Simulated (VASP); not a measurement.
# Si2C (P6/mmm) in VASP: notebook

Runs on Si2C. Level: PBE. Tasks: single point, relaxation of cell and atoms.

Everything below comes from runs of VASP 6.6.1. Logs are shortened: lines on timing, memory, paths and dates and some standing lists are left out, and cuts for length are marked.

## 1. The cell of the first run

It takes space group P6/mmm (No. 191, hexagonal). Conventional cell: a = 4.002 Å, b = 4.002 Å, c = 2.739 Å, α = 90.00°, β = 90.00°, γ = 120.00°. Si (site symmetry -6m2) has 5 Si at 2.31 to 2.74 Å and 6 C at 2.69 Å within 3.1 Å. C (site symmetry 6/mmm) has 12 Si at 2.69 Å and 2 C at 2.74 Å within 3.5 Å.

## 2. Single point, PBE

File INCAR:

```
  ALGO = Normal
  EDIFF = 1E-6
  ENCUT = 600
  GGA = PE
  GGA_COMPAT = False
  ISIF = 2
  ISMEAR = 0
  LASPH = True
  LCHARG = True
  LELF = True
  LREAL = False
  LVHAR = True
  LWAVE = False
  NBANDS = 13
  NELM = 120
  PREC = Accurate
  SIGMA = 0.1
```

File KPOINTS:

```
k-points
0
Gamma
  6 6 6
```

File POSCAR:

```
Si2C
1.0
    4.0020265474      0.0000000000      0.0000000000
   -2.0010132737      3.4658566567      0.0000000000
    0.0000000000      0.0000000000      2.7394168712
Si C
2 1
Direct
    0.3333333333      0.6666666667      0.5000000000
    0.6666666667      0.3333333333      0.5000000000
    0.0000000000      0.0000000000      0.0000000000
```

Potentials or basis: VASP PAW PBE potentials, release 64 (Si, C).

On the command line:

```bash
cat potpaw_PBE.64/Si/POTCAR potpaw_PBE.64/C/POTCAR > POTCAR
mpirun -np 1 vasp_std > vasp.out
```

OUTCAR:

```text
EDIFF = 1E-6
   ENCUT = 600
   GGA = PE
   ISIF = 2
   ISMEAR = 0
   LASPH = True
   LREAL = False
   NELM = 120
   PREC = Accurate

 ion  position               nearest neighbor table
   1  0.333  0.667  0.500-   2 2.31   2 2.31   2 2.31
   2  0.667  0.333  0.500-   1 2.31   1 2.31   1 2.31
   3  0.000  0.000  0.000-

  LATTYP: Found a hexagonal cell.
 ALAT       =     4.0020265474
 C/A-ratio  =     0.6845074211

  Lattice vectors:

 A1 = (   4.0020265474,   0.0000000000,   0.0000000000)
 A2 = (  -2.0010132737,   3.4658566567,   0.0000000000)
 A3 = (   0.0000000000,   0.0000000000,   2.7394168712)

Analysis of symmetry for initial positions (statically):
=====================================================================
 Subroutine PRICEL returns:
 Original cell was already a primitive cell.

 Routine SETGRP: Setting up the symmetry group for a
 hexagonal supercell.

 Subroutine GETGRP returns: Found 24 space group operations
 (whereof 24 operations were pure point group operations)
 out of a pool of 24 trial point group operations.

The static configuration has the point symmetry D_6h.

Analysis of symmetry for dynamics (positions and initial velocities):
=====================================================================
 Subroutine PRICEL returns:
 Original cell was already a primitive cell.

 Routine SETGRP: Setting up the symmetry group for a
 hexagonal supercell.

 Subroutine GETGRP returns: Found 24 space group operations
 (whereof 24 operations were pure point group operations)
 out of a pool of 24 trial point group operations.

The dynamic configuration has the point symmetry D_6h.

 Subroutine INISYM returns: Found 24 space group operations
 (whereof 24 operations are pure point group operations),
 and found     1 'primitive' translations

----------------------------------------------------------------------------------------

                                     Primitive cell

  volume of cell :      37.9969

  direct lattice vectors                    reciprocal lattice vectors
     4.002026547  0.000000000  0.000000000     0.249873405  0.144264478  0.000000000
    -2.001013274  3.465856657  0.000000000     0.000000000  0.288528955  0.000000000
     0.000000000  0.000000000  2.739416871     0.000000000  0.000000000  0.365041192

  length of vectors
     4.002026547  4.002026547  2.739416871     0.288528955  0.288528955  0.365041192

  position of ions in fractional coordinates (direct lattice)
     0.333333333  0.666666667  0.500000000
     0.666666667  0.333333333  0.500000000
     0.000000000  0.000000000  0.000000000

  ion indices of the primitive-cell ions
   primitive index   ion index
                 1           1
                 2           2
                 3           3

----------------------------------------------------------------------------------------

 KPOINTS: k-points

Automatic generation of k-mesh.
 Grid dimensions read from file:
 generate k-points for:    6    6    6

 Generating k-lattice:

  Cartesian coordinates                     Fractional coordinates (reciprocal lattice)
     0.041645567  0.024044080  0.000000000     0.166666667  0.000000000  0.000000000
     0.000000000  0.048088159  0.000000000     0.000000000  0.166666667  0.000000000
     0.000000000  0.000000000  0.060840199     0.000000000  0.000000000  0.166666667

  Length of vectors
     0.048088159  0.048088159  0.060840199

  Shift w.r.t. Gamma in fractional coordinates (k-lattice)
     0.000000000  0.000000000  0.000000000

 Subroutine IBZKPT returns following result:
 ===========================================

 Found     28 irreducible k-points:

 Following reciprocal coordinates:
            Coordinates               Weight
  0.000000  0.000000  0.000000      1.000000
  0.166667  0.000000  0.000000      6.000000
  0.333333  0.000000  0.000000      6.000000
  0.500000  0.000000  0.000000      3.000000
  0.166667  0.166667  0.000000      6.000000
  0.333333  0.166667  0.000000     12.000000
[... 16 lines left out ...]
  0.166667  0.000000  0.500000      6.000000
  0.333333  0.000000  0.500000      6.000000
 [... further k-points ...]
   k-points           NKPTS =     28   k-points in BZ     NKDIM =     28   number of bands    NBANDS=     13
   number of dos      NEDOS =    301   number of ions     NIONS =      3
   total plane-waves  NPLWV =  24576
   dimension x,y,z NGX =    32 NGY =   32 NGZ =   24
   dimension x,y,z NGXF=    64 NGYF=   64 NGZF=   48
   ions per type =               2   1
   NGX,Y,Z   is equivalent  to a cutoff of  13.29, 13.29, 14.56 a.u.
   NGXF,Y,Z  is equivalent  to a cutoff of  26.59, 26.59, 29.13 a.u.
 SYSTEM =  unknown system
   PREC   = accura    normal or accurate (medium, high low for compatibility)
   ISTART =      0    job   : 0-new  1-cont  2-samecut
   ICHARG =      2    charge: 1-file 2-atom 10-const
   ISPIN  =      1    spin polarized calculation?
   LNONCOLLINEAR =      F non collinear calculations
   LSORBIT =      F    spin-orbit coupling
   LASPH  =      T    aspherical Exc in radial PAW
   ENCUT  =  600.0 eV  44.10 Ry    6.64 a.u.   7.99  7.99  5.47*2*pi/ulx,y,z
   NELM   =    120;   NELMIN=  2; NELMDL= -5     # of ELM steps
   EDIFF  = 0.1E-05   stopping-criterion for ELM
   LREAL  =      F    real-space projection
   EDIFFG = 0.1E-04   stopping-criterion for IOM
   NSW    =      0    number of steps for IOM
   IBRION =     -1    ionic relax: 0-MD 1-quasi-New 2-CG
   NFREE  =      0    steps in history (QN), initial steepest desc. (CG)
   ISIF   =      2    stress and relaxation
   ISYM   =      2    0-nonsym 1-usesym 2-fastsym
   POTIM  = 0.5000    time-step for ionic-motion
   TEBEG  =    0.0;   TEEND  =   0.0 temperature during run
   PSTRESS=    0.0 pullay stress
   NELECT =      12.0000    total number of electrons
   NUPDOWN=      -1.0000    fix difference up-down
   EMIN   =  10.00;   EMAX   =-10.00  energy-range for DOS
   EFERMI =   0.00;   METHOD = LEGACY
   ISMEAR =     0;   SIGMA  =   0.10  broadening in eV -4-tet -1-fermi 0-gaus
   EFERMI_NEDOS =   21; number of points for ismear=-14 and -15
   IALGO  =     38    algorithm
   IMIX   =      4    mixing-type and parameters
     AMIX     =   0.40;   BMIX     =  1.00
     AMIX_MAG =   1.60;   BMIX_MAG =  1.00
  volume/ion in A,a.u.               =      12.67        85.47
  Fermi-wavevector in a.u.,A,eV,Ry     =   1.114857  2.106774 16.910753  1.242905
  Thomas-Fermi vector in A             =   2.251456
   LORBIT       =      0    0 simple, 1 ext, 2 COOP (PROOUT), +10 PAW based schemes
   GGA     = PE    functional components
   LHFCALC =     F    Hartree Fock is set to
   AEXX    =    0.0000 exact exchange contribution
   IVDW    =     0    specifies the selected vdW correction
   LEPSILON=     F    determine dielectric tensor
   LRPA    =     F    only Hartree local field effects (RPA)
 non-spin polarized calculation
 Gauss-broadening in eV      SIGMA  =   0.10
  energy-cutoff  :      600.00
  volume of cell :       38.00
 maximum number of plane-waves:      1281
 NGX is ok and might be reduce to    32
   NGX = 15   NGY = 15   NGZ = 11

 number of electron      12.0000000 magnetization

 Free energy of the ion-electron system (eV)
  ---------------------------------------------------
  ext. energy  EPLUGINS =         0.00000000
  ---------------------------------------------------
  free energy    TOTEN  =       -14.51970283 eV

  energy without entropy =      -14.51302512  energy(sigma->0) =      -14.51636398

 E-fermi :   8.4798     XC(G=0): -11.2422

 val. band max:        8.4773833839   @ k =   0.1667   0.0000   0.3333
 cond. band min:       8.5357141774   @ k =   0.0000   0.0000   0.5000
 fundamental gap:      0.0583307935
 Fermi energy:         8.4798417938

 k-point     1 :       0.0000    0.0000    0.0000
  band No.  band energies     occupation
      1      -6.1003      2.00000
      2       2.7142      2.00000
      3       5.1750      2.00000
      4       5.1750      2.00000
      5       5.3274      2.00000
      6       5.3274      2.00000
      7       6.3718      2.00000
      8       9.5740      0.00000
      9      14.3438      0.00000
     10      15.4469      0.00000
     11      16.9705      0.00000
     12      16.9705      0.00000
     13      20.7337      0.00000

 k-point     2 :       0.1667    0.0000    0.0000
  band No.  band energies     occupation
      1      -5.7840      2.00000
      2       1.2963      2.00000
      3       3.3199      2.00000
      4       3.7821      2.00000
      5       6.6467      2.00000
      6       7.2187      2.00000
      7       9.1146      0.00000
      8       9.7372      0.00000
      9      14.5531      0.00000
     10      15.2734      0.00000
     11      16.4274      0.00000
     12      16.7975      0.00000
     13      19.3624      0.00000

 k-point     3 :       0.3333    0.0000    0.0000
  band No.  band energies     occupation
      1      -4.8464      2.00000
      2      -1.1201      2.00000
      3       2.3278      2.00000
      4       2.8863      2.00000
      5       8.7313      0.00038
      6       9.4316      0.00000
      7      10.1204      0.00000
      8      12.0286      0.00000
      9      14.2728      0.00000
     10      14.8714      0.00000
     11      16.1950      0.00000
     12      16.6733      0.00000
     13      17.7905      0.00000
[... 305 lines left out ...]
 k-point    23 :       0.1667    0.0000    0.5000
  band No.  band energies     occupation
      1      -1.5468      2.00000
      2      -1.3243      2.00000
      3       5.1200      2.00000
      4       5.9980      2.00000
      5       7.2975      2.00000
      6       7.5545      2.00000
      7       7.8633      2.00000
      8       8.3529      1.92745
      9       9.6952      0.00000
     10      12.6383      0.00000
     11      12.6408      0.00000
     12      13.9877      0.00000
     13      14.0277      0.00000

 k-point    24 :       0.3333    0.0000    0.5000
  band No.  band energies     occupation
      1      -0.9081      2.00000
      2      -0.3630      2.00000
      3       3.3941      2.00000
      4       3.4232      2.00000
      5       6.6718      2.00000
      6       7.0773      2.00000
      7       7.1905      2.00000
      8       7.3250      2.00000
      9      11.3516      0.00000
     10      14.3779      0.00000
     11      15.0736      0.00000
     12      15.6961      0.00000
     13      17.6455      0.00000

 [... further k-points ...]
[... 5 lines left out ...]
  --------------------------------------------------------------------------------------
  -------------------------------------------------------------------------------------
  Total       -0.0646679     -0.0646679     -0.0391662     -0.0000000     -0.0000000     -0.0000000
  in kB       -2.7267815     -2.7267815     -1.6514802     -0.0000000     -0.0000000     -0.0000000
  external PRESSURE =      -2.3683477 kB  Pullay stress =       0.0000000 kB

 VOLUME and BASIS-vectors are now :
 -----------------------------------------------------------------------------
  energy-cutoff  :      600.00
  volume of cell :       38.00
      direct lattice vectors                 reciprocal lattice vectors
     4.002026547  0.000000000  0.000000000     0.249873405  0.144264478  0.000000000
    -2.001013274  3.465856657  0.000000000     0.000000000  0.288528955  0.000000000
     0.000000000  0.000000000  2.739416871     0.000000000  0.000000000  0.365041192

 POSITION                                       TOTAL-FORCE (eV/Angst)
 -----------------------------------------------------------------------------------
     -0.00000      2.31057      1.36971         0.000000      0.000000      0.000000
      2.00101      1.15529      1.36971        -0.000000      0.000000      0.000000
      0.00000      0.00000      0.00000        -0.000000      0.000000      0.000000
 -----------------------------------------------------------------------------------
    total drift:                                0.000000     -0.000000      0.000000

  FREE ENERGIE OF THE ION-ELECTRON SYSTEM (eV)
  ---------------------------------------------------
  free  energy   TOTEN  =       -14.5197028279 eV

  energy  without entropy=      -14.5130251241  energy(sigma->0) =      -14.51636398
```

Run time: 5.2 s. Hardware: 1 thread of Intel Xeon 6975P-C (Granite Rapids), shared host; peak memory 0.16 GiB.

What came out:

| Item | Value |
| --- | --- |
| Free energy | -14.5197 eV |
| Pressure | -0.2 GPa |
| Band gap on the k mesh | zero (band 6 reaches 10.66 eV, above the bottom of band 7 at 6.37 eV) |

Stress tensor (GPa, compression positive):
```
-0.27  0.00  0.00
 0.00 -0.27  0.00
 0.00  0.00 -0.17
```

Levels at points of the mesh, in eV from the Fermi level:
```
           k point  band 2  band 3  band 4  band 5  band 6  band 7  band 8  band 9  band 10  band 11
(0.00, 0.00, 0.00)   -5.77   -3.30   -3.30   -3.15   -3.15   -2.11    1.09    5.86     6.97     8.49
(0.50, 0.00, 0.00)  -11.42   -6.46   -5.89    1.87    2.18    2.27    2.90    6.13     6.37     7.03
(0.00, 0.00, 0.50)  -10.13   -2.05   -0.72   -0.72   -0.62   -0.62    0.06    1.65     3.09     3.09
(0.50, 0.00, 0.50)   -7.48   -6.99   -5.99   -2.05   -1.60   -1.54   -1.54    3.86     6.91     8.33
```

Caveat: the k points lie up to 0.38 Å⁻¹ apart.

## 3. Single point, PBE

This run uses another cell than the first one, of 16.22 Å³/atom, 1.281 times its volume.

File INCAR:

```
  PREC = Accurate
  ENCUT = 600
  EDIFF = 1E-6
  ISMEAR = 0
  SIGMA = 0.1
  LREAL = F
  LASPH = T
  NELM = 120
  ALGO = Normal
  ISIF = 2
  LWAVE = F
  LCHARG = F
  GGA = PE
  NBANDS = 13
  GGA_COMPAT = F
```

File KPOINTS:

```
Automatic mesh
0
Gamma
  6 6 6
```

File POSCAR:

```
Si2C
1.0
    4.4324547400      0.0000000000      0.0000000000
   -2.2162273700      3.8386184100      0.0000000000
    0.0000000000      0.0000000000      2.8597836300
Si C
2 1
Direct
    0.3333333300      0.6666666700      0.5000000000
    0.6666666700      0.3333333300      0.5000000000
    0.0000000000      0.0000000000      0.0000000000
```

Potentials or basis: VASP PAW PBE potentials, release 64 (Si, C).

On the command line:

```bash
cat potpaw_PBE.64/Si/POTCAR potpaw_PBE.64/C/POTCAR > POTCAR
mpirun -np 1 vasp_std > vasp.out
```

It took 6.1 s on 1 thread of Intel Xeon 6975P-C (Granite Rapids), shared host; peak memory 0.17 GiB.

It converged, with:

```yaml
Free_energy: -13.7704 eV
Pressure: -16.5 GPa
Band_gap_on_the_k_mesh: zero (band 6 reaches 7.33 eV, above the bottom of band 7 at 3.24 eV)
```

Stress tensor (GPa, compression positive):
```
-17.37   0.00   0.00
  0.00 -17.37   0.00
  0.00   0.00 -14.77
```

Levels at points of the mesh, in eV from the Fermi level:
| k point | band 4 | band 5 | band 6 | band 7 | band 8 | band 9 |
| --- | --- | --- | --- | --- | --- | --- |
| (0.00, 0.00, 0.00) | -2.52 | -2.52 | -2.38 | -2.38 | 1.70 | 6.14 |
| (0.50, 0.00, 0.00) | -4.61 | 1.33 | 1.70 | 1.88 | 2.11 | 5.41 |
| (0.00, 0.00, 0.50) | -0.34 | -0.34 | -0.32 | -0.09 | -0.09 | 0.60 |
| (0.50, 0.00, 0.50) | -4.44 | -1.59 | -1.42 | -1.31 | -0.70 | 2.78 |

Caveat: the k points lie up to 0.37 Å⁻¹ apart.

[end of part 1 of 3]
